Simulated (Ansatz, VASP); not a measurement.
## Two plane-wave programs on SnO2

Contents of POSCAR:

```
SnO2
1.0
    4.6884208404      0.0000000000      0.0000000000
    0.0000000000      4.6886567491      0.0000000000
    0.0000000000      0.0000000000      3.2967320809
Sn O
2 4
Direct
    0.5000000000      0.5000000000      0.5000000000
    0.0000000000      0.0000000000      0.0000000000
    0.3058623571      0.3059582263      0.0000000000
    0.8058623571      0.1940417737      0.5000000000
    0.1941376429      0.8059582263      0.5000000000
    0.6941376429      0.6940417737      0.0000000000
```

The input INCAR.step1:

```
SYSTEM = SnO2
PREC = Accurate
ENCUT = 520
ISMEAR = 0
SIGMA = 0.05
LREAL = .False.
LASPH = .True.
NELM = 80
NBANDS = 35
GGA = PE
ALGO = Normal
EDIFF = 1E-4
LWAVE = .True.
LCHARG = .False.
```

Contents of INCAR.step2:

```
SYSTEM = SnO2
PREC = Accurate
ENCUT = 520
EDIFF = 1E-7
ISMEAR = 0
SIGMA = 0.05
LREAL = .False.
LASPH = .True.
NELM = 80
ALGO = Normal
ISIF = 2
LWAVE = .False.
LCHARG = .False.
METAGGA = R2SCAN
LMIXTAU = .True.
NBANDS = 35
ISTART = 1
```

File KPOINTS:

```
Automatic mesh
0
Gamma
  6 6 8
  0 0 0
```

Input for Ansatz:

```yaml
crystal:
  lattice:
    - [4.6884208404, 0.0, 0.0]
    - [0.0, 4.6886567491, 0.0]
    - [0.0, 0.0, 3.2967320809]
  atoms:
    - { symbol: Sn, position: [0.5, 0.5, 0.5] }
    - { symbol: Sn, position: [0.0, 0.0, 0.0] }
    - { symbol: O, position: [0.3058623571, 0.3059582263, 0.0] }
    - { symbol: O, position: [0.8058623571, 0.1940417737, 0.5] }
    - { symbol: O, position: [0.1941376429, 0.8059582263, 0.5] }
    - { symbol: O, position: [0.6941376429, 0.6940417737, 0.0] }
basis:
  ecutwfc: 500
kpoints:
  mp_grid: { grid: [6, 6, 8] }
hamiltonian:
  xc: r2scan
scf:
  occupations: { method: gaussian, width: 0.05 }
output:
  forces: true
  stress: true
  eigenvalues: true
```

Change from the starting cell: strain -0.015 along x and y, +0.030 along z, atoms carried along.

Alike in both runs: task single point; functional r2SCAN; k mesh 6 × 6 × 8; occupations gaussian, width 0.05 eV; no spin polarisation.

|  | VASP | Ansatz |
| --- | --- | --- |
| version | VASP 6.6.1 | Ansatz 0.2.0 |
| potentials or method | VASP PAW PBE potentials, release 64 (Sn_d, O), cutoff 520 eV | scalar-relativistic, plane waves, PAW |
| valence electrons in the cell | 52 | 52 |

```csv
,VASP,Ansatz,Ansatz less VASP
gap on the k mesh at the Fermi level (eV),1.67,1.65,-0.026
least direct gap on the mesh (eV),1.67,1.65,-0.026
pressure (GPa),-0.2,-1.3,-1.06
"traceless stress, the component that is largest in VASP (GPa)",-6.50,-6.66,-0.160
rms of the force components (eV/Å),0.066,0.065,-0.0008
```

VASP's potentials were made for PBE, not for r2SCAN. Atom by atom the forces differ by 0.001 eV/Å (rms over components). With one functional, cell and mesh, what is left measures potentials, basis and numerics.
